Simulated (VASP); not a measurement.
Here is a VASP 6.6.1 calculation.

File INCAR:

```
SYSTEM = MgO
  PREC = Accurate
  ENCUT = 600
  EDIFF = 1E-6
  ISMEAR = 0
  SIGMA = 0.01
  LREAL = .FALSE.
  LASPH = .TRUE.
  NELM = 120
  ALGO = Normal
  ISIF = 2
  LWAVE = .FALSE.
  LCHARG = .FALSE.
  GGA = PE
  NBANDS = 11
  GGA_COMPAT = .FALSE.
```

KPOINTS

```
Automatic mesh
0
G
  8 8 8
  0 0 0
```

POSCAR

```
MgO
1.0
    0.0000000000      2.3062475135      2.3062475135
    2.3062475135      0.0000000000      2.3062475135
    2.3062475135      2.3062475135      0.0000000000
Mg O
1 1
Direct
    0.0000000000      0.0000000000      0.0000000000
    0.2500000000      0.2500000000      0.2500000000
```

Potentials or basis: VASP PAW PBE potentials, release 64 (Mg, O).

Run with:

```bash
$ cat potpaw_PBE.64/Mg/POTCAR potpaw_PBE.64/O/POTCAR > POTCAR
$ mpirun -np 1 vasp_std > vasp.out
```

(1) Predict the band gap on the k mesh.

(2) Predict the pressure.

Answers

(1) 3.47 eV, direct.

(2) -0.6 GPa.
